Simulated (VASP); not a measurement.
BeTe: single point with LDA

Crystal: BeTe.

```
Be Te
1.0
     0.00000    2.76336    2.76336
     2.76336    0.00000    2.76336
     2.76336    2.76336    0.00000
Be Te
1 1
Cartesian
  0.0000 0.0000 0.0000
  4.1450 4.1450 4.1450
```

| Quantity | Value |
| --- | --- |
| Program | VASP 6.6.1 |
| Task | single point |
| Functional | LDA |
| Potentials or basis | VASP PAW LDA potentials, release 64 (Be, Te) |
| Cutoff | 520 eV |
| k mesh | 8 × 8 × 8 |
| Occupations | gaussian, width 0.01 eV |
| Spin | no spin polarisation |

```
Pressure               : 1.3 GPa
Band gap on the k mesh : 1.73 eV, indirect (least direct gap 3.54 eV)
```

Levels at points of the mesh, in eV from the valence-band top:
| k point | band 1 | band 2 | band 3 | band 4 | band 5 | band 6 | band 7 | band 8 | band 9 |
| --- | --- | --- | --- | --- | --- | --- | --- | --- | --- |
| (0.00, 0.00, 0.00) | -12.70 | 0.00 | 0.00 | 0.00 | 3.54 | 3.54 | 3.54 | 4.15 | 8.27 |
| (0.50, 0.00, 0.00) | -11.22 | -5.90 | -1.23 | -1.23 | 3.21 | 4.53 | 4.53 | 7.63 | 11.00 |
| (0.50, 0.50, 0.00) | -10.68 | -5.39 | -2.86 | -2.86 | 1.73 | 2.57 | 9.95 | 9.95 | 11.70 |

Wall time 13 s on 1 thread of AMD EPYC 9R45 (Zen 5), with other jobs on the host, peak memory 0.12 GiB.

Caveat: spin-orbit coupling is left out, which moves the levels of the heavy elements. A k mesh can miss the band edges.
